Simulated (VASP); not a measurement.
Write the native input for VASP 6.6.1 that does the following.

```
Task                   : single point
Functional             : PBEsol
Potentials or basis    : VASP PAW PBE potentials, release 64 (Hf_pv, Ge_d)
Cutoff                 : 520 eV
k mesh                 : 13 × 13 × 13
Occupations            : fermi-dirac, width 0.05 eV
Spin                   : no spin polarisation
Dipole correction      : no
Further INCAR settings : ALGO = Normal; EDIFF = 1e-06; NBANDS = 19
```

The structure of HfGe (CsCl type) lies in POSCAR:

```
HfGe
1.0
    2.5347674281      0.0000000000      0.0000000000
    0.0000000000      2.5347674281      0.0000000000
    0.0000000000      0.0000000000      2.5347674281
Hf Ge
1 1
Direct
    0.0000000000      0.0000000000      0.0000000000
    0.5000000000      0.5000000000      0.5000000000
```

This cell differs from its parent crystal: volume scaled by 0.45.

These files were run (other wordings do the same):

INCAR

```
PREC     = Accurate       # precision mode
ENCUT    = 520            # plane-wave cutoff, eV
EDIFF    = 1E-6           # SCF threshold, eV
ISMEAR   = -1             # smearing method
SIGMA    = 0.05           # smearing width, eV
LREAL    = False          # projectors in reciprocal space
LASPH    = True           # aspherical terms in the spheres
NELM     = 100            # most SCF steps
ALGO     = Normal         # electronic algorithm
ISIF     = 2              # what is computed and relaxed
LWAVE    = False          # write WAVECAR
LCHARG   = False          # write CHGCAR
GGA      = PS             # functional
NBANDS   = 19             # bands
```

KPOINTS

```
Automatic mesh
0
Gamma
  13 13 13
```

Potentials or basis: VASP PAW PBE potentials, release 64 (Hf_pv, Ge_d).

The run is started by

```sh
$ cat potpaw_PBE.64/Hf_pv/POTCAR potpaw_PBE.64/Ge_d/POTCAR > POTCAR
$ mpirun -np 1 vasp_std > vasp.out
```

Results of the run:

The pressure is 514.3 GPa and the band gap on the k mesh is zero (band 12 reaches 23.25 eV, above the bottom of band 13 at 14.64 eV).

Caveat: the PAW data sets were made with another functional, which shifts forces and pressure a little; spin-orbit coupling is left out, which moves the levels of the heavy elements.

Run time: 17 s on 1 thread of AMD EPYC 9R14 (Zen 4) (shared host), peak memory 0.11 GiB.
